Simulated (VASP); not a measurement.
Write the native input for VASP 6.6.1 that does the following.

* Task: single point
* Functional: PBE
* Potentials or basis: VASP PAW PBE potentials, release 64 (Si, O)
* Cutoff: 520 eV
* k mesh: 4 × 6 × 4
* Occupations: gaussian, width 0.1 eV
* Spin: collinear spin, ferromagnetic start
* Starting moments: [0.0, 0.0, 1.0, 1.0, 1.0, 1.0] μB
* Dipole correction: no
* Further INCAR settings: ALGO = Normal; EDIFF = 1e-07; NBANDS = 29

The structure of SiO2 lies in POSCAR:

```
SiO2
1.0
    5.0487424200      0.0000000000      0.0000000000
    0.0000000000      3.5700000000      0.0000000000
    0.0000000000      0.0000000000      5.0487424200
Si O
2 4
Direct
    0.7500000000      0.0000000000      0.7500000000
    0.2500000000      0.0000000000      0.2500000000
    0.7500000000      0.5000000000      0.7500000000
    0.2500000000      0.5000000000      0.2500000000
    0.0000000000      0.0000000000      0.0000000000
    0.5000000000      0.0000000000      0.0000000000
```

This cell differs from its parent crystal: atoms taken out.

The input as run:

INCAR

```
ALGO     = Normal         # electronic algorithm
EDIFF    = 1E-7           # SCF threshold, eV
ENCUT    = 520            # plane-wave cutoff, eV
GGA      = PE             # functional
ISIF     = 2              # what is computed and relaxed
ISMEAR   = 0              # smearing method
ISPIN    = 2              # spin polarisation
LASPH    = True           # aspherical terms in the spheres
LCHARG   = False          # write CHGCAR
LORBIT   = 11             # projections on sites
LREAL    = False          # projectors in reciprocal space
LWAVE    = False          # write WAVECAR
MAGMOM   = 0 0 1 1 1 1    # initial moments
NBANDS   = 29             # bands
NELM     = 150            # most SCF steps
PREC     = Accurate       # precision mode
SIGMA    = 0.1            # smearing width, eV
```

KPOINTS

```
k-points
0
Gamma
  4 6 4
```

Potentials or basis: VASP PAW PBE potentials, release 64 (Si, O).

Launch:

```sh
$ cat potpaw_PBE.64/Si/POTCAR potpaw_PBE.64/O/POTCAR > POTCAR
$ mpirun -np 1 vasp_std > vasp.out
```

Results of the run:

| Property | Result |
| --- | --- |
| Pressure | -17.7 GPa |
| Largest force | 7.116 eV/Å |
| Net moment | -0.21 μB per cell |
| Site moments | Si +0.01; O -0.01, -0.10 (each value once) μB |
| Valence electrons inside the program's atomic spheres | Si 1.35; O 4.99, 5.03 (each value once) |

Caveat: the cell differs from its parent crystal (atoms taken out); the cell stands under tension; forces of over 1 eV/Å act on the atoms, so gaps and moduli don't describe the material at rest.

Wall time 2.6 min on 1 thread of Intel(R) Xeon(R) Platinum 8488C (Sapphire Rapids), with other jobs on the host, peak memory 0.3 GiB.
